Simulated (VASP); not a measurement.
# NaH (F-43m) in VASP: dielectric tensor with r2SCAN

Aim: the dielectric tensor of NaH with r2SCAN.

Everything below comes from runs of VASP 6.6.1. Logs are shortened: lines on timing, memory, paths and dates and some standing lists are left out, and cuts for length are marked.

## 1. The cell of the first run

It takes space group F-43m (No. 216, cubic). Conventional cell: a = 5.194 Å, b = 5.194 Å, c = 5.194 Å, α = 90.00°, β = 90.00°, γ = 90.00°. Within 3.0 Å of Na (site symmetry -43m) lie 4 H at 2.25 Å. Within 3.0 Å of H (site symmetry -43m) lie 4 Na at 2.25 Å.

## 2. Dielectric tensor, r2SCAN

The input, INCAR:

```
PREC     = Accurate       # precision mode
ENCUT    = 520            # plane-wave cutoff, eV
EDIFF    = 1E-8           # SCF threshold, eV
ISMEAR   = 0              # smearing method
SIGMA    = 0.01           # smearing width, eV
LREAL    = F              # projectors in reciprocal space
LASPH    = T              # aspherical terms in the spheres
NELM     = 80             # most SCF steps
ALGO     = Normal         # electronic algorithm
ISIF     = 2              # what is computed and relaxed
LWAVE    = F              # write WAVECAR
LCHARG   = F              # write CHGCAR
METAGGA  = R2SCAN         # meta-GGA
LMIXTAU  = T            
LCALCEPS = T
```

The input, KPOINTS:

```
Automatic mesh
0
Gamma
  8 8 8
```

The input, POSCAR:

```
NaH
1.0
    0.0000000000      2.5969210608      2.5969210608
    2.5969210608      0.0000000000      2.5969210608
    2.5969210608      2.5969210608      0.0000000000
Na H
1 1
Direct
    0.0000000000      0.0000000000      0.0000000000
    0.2500000000      0.2500000000      0.2500000000
```

Potentials or basis: VASP PAW PBE potentials, release 64 (Na_pv, H).

Command:

```
$ cat potpaw_PBE.64/Na_pv/POTCAR potpaw_PBE.64/H/POTCAR > POTCAR
$ mpirun -np 1 vasp_std > vasp.out
```

OUTCAR:

```text
PREC = Accurate
   ENCUT = 520
   EDIFF = 1E-8
   ISMEAR = 0
   LREAL = F
   LASPH = T
   NELM = 80
   ISIF = 2
   METAGGA = R2SCAN

 ion  position               nearest neighbor table
   1  0.000  0.000  0.000-
   2  0.250  0.250  0.250-

  LATTYP: Found a face centered cubic cell.
 ALAT       =     5.1938421216

  Lattice vectors:

 A1 = (   0.0000000000,   2.5969210608,   2.5969210608)
 A2 = (   2.5969210608,   0.0000000000,   2.5969210608)
 A3 = (   2.5969210608,   2.5969210608,   0.0000000000)

Analysis of symmetry for initial positions (statically):
=====================================================================
 Subroutine PRICEL returns:
 Original cell was already a primitive cell.

 Routine SETGRP: Setting up the symmetry group for a
 face centered cubic supercell.

 Subroutine GETGRP returns: Found 24 space group operations
 (whereof 24 operations were pure point group operations)
 out of a pool of 48 trial point group operations.

The static configuration has the point symmetry T_d .

Analysis of symmetry for dynamics (positions and initial velocities):
=====================================================================
 Subroutine PRICEL returns:
 Original cell was already a primitive cell.

 Routine SETGRP: Setting up the symmetry group for a
 face centered cubic supercell.

 Subroutine GETGRP returns: Found 24 space group operations
 (whereof 24 operations were pure point group operations)
 out of a pool of 48 trial point group operations.

The dynamic configuration has the point symmetry T_d .

 Subroutine INISYM returns: Found 24 space group operations
 (whereof 24 operations are pure point group operations),
 and found     1 'primitive' translations

----------------------------------------------------------------------------------------

                                     Primitive cell

  volume of cell :      35.0273

  direct lattice vectors                    reciprocal lattice vectors
     0.000000000  2.596921061  2.596921061    -0.192535694  0.192535694  0.192535694
     2.596921061  0.000000000  2.596921061     0.192535694 -0.192535694  0.192535694
     2.596921061  2.596921061  0.000000000     0.192535694  0.192535694 -0.192535694

  length of vectors
     3.672600985  3.672600985  3.672600985     0.333481605  0.333481605  0.333481605

  position of ions in fractional coordinates (direct lattice)
     0.000000000  0.000000000  0.000000000
     0.250000000  0.250000000  0.250000000

  ion indices of the primitive-cell ions
   primitive index   ion index
                 1           1
                 2           2

----------------------------------------------------------------------------------------

 KPOINTS: Automatic mesh

Automatic generation of k-mesh.
 Grid dimensions read from file:
 generate k-points for:    8    8    8

 Generating k-lattice:

  Cartesian coordinates                     Fractional coordinates (reciprocal lattice)
    -0.024066962  0.024066962  0.024066962     0.125000000  0.000000000  0.000000000
     0.024066962 -0.024066962  0.024066962     0.000000000  0.125000000  0.000000000
     0.024066962  0.024066962 -0.024066962     0.000000000  0.000000000  0.125000000

  Length of vectors
     0.041685201  0.041685201  0.041685201

  Shift w.r.t. Gamma in fractional coordinates (k-lattice)
     0.000000000  0.000000000  0.000000000

 Subroutine IBZKPT returns following result:
 ===========================================

 Found     29 irreducible k-points:

 Following reciprocal coordinates:
            Coordinates               Weight
  0.000000  0.000000  0.000000      1.000000
  0.125000  0.000000  0.000000      8.000000
  0.250000  0.000000  0.000000      8.000000
  0.375000  0.000000  0.000000      8.000000
  0.500000  0.000000  0.000000      4.000000
  0.125000  0.125000  0.000000      6.000000
[... 16 lines left out ...]
  0.500000  0.250000  0.125000     48.000000
 -0.375000  0.250000  0.125000     24.000000
 [... further k-points ...]
   k-points           NKPTS =     29   k-points in BZ     NKDIM =     29   number of bands    NBANDS=      8
   number of dos      NEDOS =    301   number of ions     NIONS =      2
   total plane-waves  NPLWV =  21952
   dimension x,y,z NGX =    28 NGY =   28 NGZ =   28
   dimension x,y,z NGXF=    56 NGYF=   56 NGZF=   56
   ions per type =               1   1
   NGX,Y,Z   is equivalent  to a cutoff of  12.67, 12.67, 12.67 a.u.
   NGXF,Y,Z  is equivalent  to a cutoff of  25.35, 25.35, 25.35 a.u.
 SYSTEM =  unknown system
   PREC   = accura    normal or accurate (medium, high low for compatibility)
   ISTART =      0    job   : 0-new  1-cont  2-samecut
   ICHARG =      2    charge: 1-file 2-atom 10-const
   ISPIN  =      1    spin polarized calculation?
   LNONCOLLINEAR =      F non collinear calculations
   LSORBIT =      F    spin-orbit coupling
   LASPH  =      T    aspherical Exc in radial PAW
   ENCUT  =  520.0 eV  38.22 Ry    6.18 a.u.   6.83  6.83  6.83*2*pi/ulx,y,z
   NELM   =     80;   NELMIN=  2; NELMDL= -5     # of ELM steps
   EDIFF  = 0.1E-07   stopping-criterion for ELM
   LREAL  =      F    real-space projection
   EDIFFG = 0.1E-06   stopping-criterion for IOM
   NSW    =      0    number of steps for IOM
   IBRION =     -1    ionic relax: 0-MD 1-quasi-New 2-CG
   NFREE  =      0    steps in history (QN), initial steepest desc. (CG)
   ISIF   =      2    stress and relaxation
   ISYM   =      2    0-nonsym 1-usesym 2-fastsym
   POTIM  = 0.5000    time-step for ionic-motion
   TEBEG  =    0.0;   TEEND  =   0.0 temperature during run
   PSTRESS=    0.0 pullay stress
   NELECT =       8.0000    total number of electrons
   NUPDOWN=      -1.0000    fix difference up-down
   EMIN   =  10.00;   EMAX   =-10.00  energy-range for DOS
   EFERMI =   0.00;   METHOD = LEGACY
   ISMEAR =     0;   SIGMA  =   0.01  broadening in eV -4-tet -1-fermi 0-gaus
   EFERMI_NEDOS =   21; number of points for ismear=-14 and -15
   IALGO  =     38    algorithm
   IMIX   =      4    mixing-type and parameters
     AMIX     =   0.40;   BMIX     =  1.00
     AMIX_MAG =   1.60;   BMIX_MAG =  1.00
  volume/ion in A,a.u.               =      17.51       118.19
  Fermi-wavevector in a.u.,A,eV,Ry     =   1.000697  1.891044 13.624808  1.001395
  Thomas-Fermi vector in A             =   2.133071
   LORBIT       =      0    0 simple, 1 ext, 2 COOP (PROOUT), +10 PAW based schemes
   METAGGA = R2SCAN    functional components
   LHFCALC =     F    Hartree Fock is set to
   AEXX    =    0.0000 exact exchange contribution
   IVDW    =     0    specifies the selected vdW correction
   LEPSILON=     F    determine dielectric tensor
   LRPA    =     F    only Hartree local field effects (RPA)
   LRPA       =     F
 non-spin polarized calculation
 Gauss-broadening in eV      SIGMA  =   0.01
  energy-cutoff  :      520.00
  volume of cell :       35.03
 maximum number of plane-waves:       960
   NGX = 13   NGY = 13   NGZ = 13

 number of electron       8.0000009 magnetization

 Free energy of the ion-electron system (eV)
  ---------------------------------------------------
  ext. energy  EPLUGINS =         0.00000000
  ---------------------------------------------------
  free energy    TOTEN  =        -7.43372964 eV

  energy without entropy =       -7.43372964  energy(sigma->0) =       -7.43372964

 E-fermi :  -2.1359     XC(G=0):  -7.2118

 val. band max:       -2.2101306050   @ k =  -0.2500   0.5000   0.2500
 cond. band min:   10000.0000000000   @ k =   0.0000   0.0000   0.0000
 fundamental gap:  10002.2101306050
 Fermi energy:        -2.1359486681

 k-point     1 :       0.0000    0.0000    0.0000
  band No.  band energies     occupation
      1     -24.9891      2.00000
      2     -24.9891      2.00000
      3     -24.9887      2.00000
      4      -5.0059      2.00000
      5   10000.0000      0.00000
      6   10000.0000      0.00000
      7   10000.0000      0.00000
      8   10000.0000      0.00000

 k-point     2 :       0.1250    0.0000    0.0000
  band No.  band energies     occupation
      1     -24.9959      2.00000
      2     -24.9900      2.00000
      3     -24.9896      2.00000
      4      -4.7870      2.00000
      5   10000.0000      0.00000
      6   10000.0000      0.00000
      7   10000.0000      0.00000
      8   10000.0000      0.00000

 k-point     3 :       0.2500    0.0000    0.0000
  band No.  band energies     occupation
      1     -25.0123      2.00000
      2     -24.9922      2.00000
      3     -24.9918      2.00000
      4      -4.1757      2.00000
      5   10000.0000      0.00000
      6   10000.0000      0.00000
      7   10000.0000      0.00000
      8   10000.0000      0.00000

 k-point     4 :       0.3750    0.0000    0.0000
  band No.  band energies     occupation
      1     -25.0286      2.00000
      2     -24.9944      2.00000
      3     -24.9940      2.00000
      4      -3.3620      2.00000
      5   10000.0000      0.00000
      6   10000.0000      0.00000
      7   10000.0000      0.00000
      8   10000.0000      0.00000

 k-point     5 :       0.5000    0.0000    0.0000
  band No.  band energies     occupation
      1     -25.0353      2.00000
      2     -24.9953      2.00000
      3     -24.9949      2.00000
      4      -2.9022      2.00000
      5   10000.0000      0.00000
      6   10000.0000      0.00000
      7   10000.0000      0.00000
      8   10000.0000      0.00000
[... 177 lines left out ...]
 k-point    22 :       0.3750    0.2500    0.1250
  band No.  band energies     occupation
      1     -25.0167      2.00000
      2     -25.0002      2.00000
      3     -24.9947      2.00000
      4      -3.6775      2.00000
      5   10000.0000      0.00000
      6   10000.0000      0.00000
      7   10000.0000      0.00000
      8   10000.0000      0.00000

 k-point    23 :       0.5000    0.2500    0.1250
  band No.  band energies     occupation
      1     -25.0254      2.00000
      2     -25.0054      2.00000
      3     -24.9972      2.00000
      4      -2.9654      2.00000
      5   10000.0000      0.00000
      6   10000.0000      0.00000
      7   10000.0000      0.00000
      8   10000.0000      0.00000

 k-point    24 :      -0.3750    0.2500    0.1250
  band No.  band energies     occupation
      1     -25.0291      2.00000
      2     -25.0072      2.00000
      3     -24.9986      2.00000
      4      -2.5875      2.00000
      5   10000.0000      0.00000
      6   10000.0000      0.00000
      7   10000.0000      0.00000
      8   10000.0000      0.00000

 [... further k-points ...]

------------------------ aborting loop because EDIFF is reached ----------------------------------------

            Ionic dipole moment: p[ion]=(     1.29846     1.29846     1.29846 ) |e| Angst

 Total electronic dipole moment: p[elc]=(    -2.59846    -2.59846    -2.59544 ) |e| Angst

 MACROSCOPIC STATIC DIELECTRIC TENSOR (including local field effects)
 ------------------------------------------------------
           2.561482    -0.000000     0.000000
           0.000000     2.561482    -0.000000
           0.000000    -0.000000     2.561482
 ------------------------------------------------------

 PIEZOELECTRIC TENSOR (including local field effects) (e Angst)
          XX          YY          ZZ          XY          YZ          ZX
  --------------------------------------------------------------------------------
  x     0.00000    -0.00000    -0.00000     0.00000    -0.07060     0.00000
  y     0.00000     0.00000     0.00000     0.00000     0.00000    -0.07060
  z     0.00000     0.00000    -0.00000    -0.07060     0.00000     0.00000

 PIEZOELECTRIC TENSOR (including local field effects) (C/m^2)
          XX          YY          ZZ          XY          YZ          ZX
  --------------------------------------------------------------------------------
  x     0.00000    -0.00000    -0.00000     0.00000    -0.03229     0.00000
  y     0.00000     0.00000     0.00000     0.00000     0.00000    -0.03229
  z     0.00000     0.00000    -0.00000    -0.03229     0.00000     0.00000

 BORN EFFECTIVE CHARGES (including local field effects) (in |e|, cummulative output)
 ---------------------------------------------------------------------------------
 ion    1
    1     0.91295    -0.00000     0.00000
    2     0.00000     0.91295    -0.00000
    3    -0.00000     0.00000     0.91295
 ion    2
    1    -0.91295     0.00000    -0.00000
    2    -0.00000    -0.91295     0.00000
    3     0.00000    -0.00000    -0.91295

  FORCE on cell =-STRESS in cart. coord.  units (eV):
  Direction    XX          YY          ZZ          XY          YZ          ZX
  --------------------------------------------------------------------------------------
  -------------------------------------------------------------------------------------
  Total       -0.0324237     -0.0324237     -0.0324237     -0.0000000     -0.0000000      0.0000000
  in kB       -1.4830879     -1.4830879     -1.4830879     -0.0000000     -0.0000000      0.0000000
  external PRESSURE =      -1.4830879 kB  Pullay stress =       0.0000000 kB

 VOLUME and BASIS-vectors are now :
 -----------------------------------------------------------------------------
  energy-cutoff  :      520.00
  volume of cell :       35.03
      direct lattice vectors                 reciprocal lattice vectors
     0.000000000  2.596921061  2.596921061    -0.192535694  0.192535694  0.192535694
     2.596921061  0.000000000  2.596921061     0.192535694 -0.192535694  0.192535694
     2.596921061  2.596921061  0.000000000     0.192535694  0.192535694 -0.192535694

 POSITION                                       TOTAL-FORCE (eV/Angst)
 -----------------------------------------------------------------------------------
      0.00000      0.00000      0.00000         0.000000      0.000000      0.000000
      1.29846      1.29846      1.29846        -0.000000     -0.000000     -0.000000
 -----------------------------------------------------------------------------------
    total drift:                               -0.000000     -0.000000     -0.000000

  FREE ENERGIE OF THE ION-ELECTRON SYSTEM (eV)
  ---------------------------------------------------
  free  energy   TOTEN  =        -7.4337296446 eV

  energy  without entropy=       -7.4337296446  energy(sigma->0) =       -7.43372964
```

It took 39 min on 1 thread of Intel Xeon Platinum 8259CL at 2.50GHz (Skylake/Cascade Lake), shared host; peak memory 0.32 GiB.

What came out:

| Property | Result |
| --- | --- |
| Band gap on the k mesh | 4.05 eV, indirect (least direct gap 4.74 eV) |
| Electronic dielectric tensor (diagonal) | 2.56 |
| Born charges (mean of the diagonal) | Na +0.91; H -0.91 e |

Electronic dielectric tensor:
```
2.56 0.00 0.00
0.00 2.56 0.00
0.00 0.00 2.56
```

Born effective charge tensors (e):
atom 1, Na
```
0.91 0.00 0.00
0.00 0.91 0.00
0.00 0.00 0.91
```
atom 2, H
```
-0.91  0.00  0.00
 0.00 -0.91  0.00
 0.00  0.00 -0.91
```

Dipole moments of the cell (e·Å, modulo the quantum): ionic 1.298, 1.298, 1.298; electronic -2.598, -2.598, -2.595

Caveat: the PAW data sets were made with another functional, which shifts forces and pressure a little. r2SCAN opens gaps a little over a GGA but as a rule still falls short of measured ones.
